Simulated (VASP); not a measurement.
**H6C2O: single point with PBE+D3(BJ)**

H6C2O:

```xyz
36
Lattice="7.2936 0.0000 0.0000 0.0000 7.2936 0.0000 0.0000 0.0000 7.2936" Properties=species:S:1:pos:R:3 pbc="T T T"
C     2.8123    0.0106    1.3431
C     2.8599    1.4225    0.8028
C     3.7713    5.0292    4.6658
C     2.6187    4.0528    4.8117
C     7.0173    0.0887    3.5724
C     6.1864    1.3404    3.8048
C     6.3054    6.7678    7.1210
C     6.5238    5.3043    7.4554
O     1.7034    2.1384    1.2799
O     2.8987    2.9132    3.9760
O     4.8936    0.9576    4.2598
O     5.3205    4.7840    8.0411
H     1.8800    3.0862    1.1717
H     3.7813    1.9251    1.1484
H     2.8733    1.4176   -0.3032
H     3.6170   -0.6026    0.9166
H     2.9403    0.0116    2.4339
H     1.8505   -0.4621    1.0966
H     2.0668    2.4445    3.7723
H     2.5029    3.7349    5.8702
H     1.6660    4.5209    4.4922
H     3.6217    5.9077    5.3084
H     4.7249    4.5544    4.9647
H     3.8709    5.3696    3.6223
H     4.2969    1.7387    4.2288
H     6.6880    1.9975    4.5569
H     6.1216    1.9192    2.8562
H     7.9999    0.3500    3.1402
H     7.1751   -0.4620    4.5159
H     6.4977   -0.5834    2.8635
H     5.4809    3.8492    8.2488
H     6.7855    4.7347    6.5389
H     7.3710    5.1970    8.1663
H     7.2433    7.2173    6.7656
H     5.5455    6.8942    6.3378
H     5.9858    7.3241    8.0130
```

| Item | Value |
| --- | --- |
| Program | VASP 6.6.1 |
| Task | single point |
| Functional | PBE |
| Dispersion | D3(BJ) |
| Potentials or basis | VASP PAW PBE potentials, release 64 (C, O, H) |
| Cutoff | 520 eV |
| k mesh | 1 × 1 × 1 |
| Occupations | fermi-dirac, width 0.02 eV |
| Spin | no spin polarisation |
| Dipole correction | no |
| Further INCAR settings | LREAL = Auto; ALGO = Normal; EDIFF = 1e-07; NBANDS = 64 |

```json
{"Pressure": "-0.7 GPa", "Largest force": "0.276 eV/Å", "Band gap on the k mesh": "4.48 eV", "Dispersion energy per atom": "-0.036 eV"}
```

Forces in eV/Å, atoms in the order of the input:
```
C    0.004 -0.044 -0.019
C    0.144 -0.097 -0.052
C    0.051 -0.028 -0.026
C    0.049  0.184  0.093
C    0.141 -0.199 -0.044
C    0.178  0.111 -0.046
C   -0.042 -0.018  0.020
C    0.225  0.092 -0.089
O   -0.130  0.027  0.077
O   -0.167 -0.155  0.001
O   -0.020  0.028  0.054
O   -0.026 -0.026  0.018
H    0.004  0.083 -0.007
H   -0.008  0.006 -0.009
H   -0.001  0.009 -0.001
H   -0.030  0.022  0.009
H   -0.005 -0.011  0.011
H    0.027  0.017  0.012
H    0.170  0.030 -0.099
H    0.004  0.018 -0.159
H    0.108 -0.032  0.038
H    0.016 -0.037 -0.063
H   -0.187  0.062 -0.026
H   -0.020 -0.040  0.180
H   -0.132  0.027 -0.017
H   -0.077 -0.099 -0.155
H   -0.009 -0.083  0.141
H   -0.235 -0.066  0.101
H   -0.006  0.144 -0.236
H    0.119  0.150  0.184
H   -0.072 -0.082  0.063
H   -0.025  0.055  0.089
H   -0.094  0.001 -0.058
H   -0.035 -0.016  0.003
H    0.061  0.005  0.053
H    0.021 -0.041 -0.039
```

Stress tensor (GPa, compression positive):
```
-0.76  0.03 -0.14
 0.03 -0.54  0.04
-0.14  0.04 -0.66
```

Levels at points of the mesh, in eV from the valence-band top:
| k point | band 38 | band 39 | band 40 | band 41 | band 42 | band 43 |
| --- | --- | --- | --- | --- | --- | --- |
| (0.00, 0.00, 0.00) | -0.52 | -0.48 | 0.00 | 4.48 | 5.86 | 5.92 |

Wall time 42 s on 1 thread of Intel(R) Xeon(R) 6975P-C (Granite Rapids) (shared host), peak memory 0.35 GiB.

Caveat: the k points lie up to 0.86 Å⁻¹ apart.
